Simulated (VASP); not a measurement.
## MgH2: single point with PBE

The system is MgH2.

```
Mg H
1.0
    -2.37924    0.00000   -2.37924
    -2.37924   -2.37924    0.00000
    -4.75848    2.37924    2.37924
Mg H
2 4
Direct
  0.50000 0.50000 0.50000
  0.00000 0.00000 0.00000
  0.62500 0.62500 0.12500
  0.12500 0.12500 0.62500
  0.87500 0.87500 0.37500
  0.37500 0.37500 0.87500
```

* Program: VASP 6.6.1
* Task: single point
* Functional: PBE
* Potentials or basis: VASP PAW PBE potentials, release 64 (Mg, H)
* Cutoff: 520 eV
* k mesh: 12 × 12 × 12
* Occupations: gaussian, width 0.1 eV
* Spin: no spin polarisation

* Pressure: -0.4 GPa
* Band gap on the k mesh: zero (bands 4 and 5 overlap by 1.28 eV)

Levels at points of the mesh, in eV from the Fermi level:
```tsv
k point	band 1	band 2	band 3	band 4	band 5	band 6	band 7	band 8
(0.00, 0.00, 0.00)	-9.97	-5.72	-5.62	0.91	6.79	7.25	9.03	9.03
(0.50, 0.00, 0.00)	-6.16	-6.16	-3.73	-3.73	2.26	2.26	4.67	4.67
(0.50, 0.50, 0.00)	-5.73	-5.72	-5.62	-2.36	-0.37	4.71	4.71	6.79
(0.00, 0.00, 0.50)	-8.85	-8.85	-1.41	-1.41	6.96	6.96	8.56	8.56
```

Run time: 62 s on 1 thread of AMD EPYC 9R45 96-Core Processor (Zen 5) (shared host), peak memory 0.24 GiB.
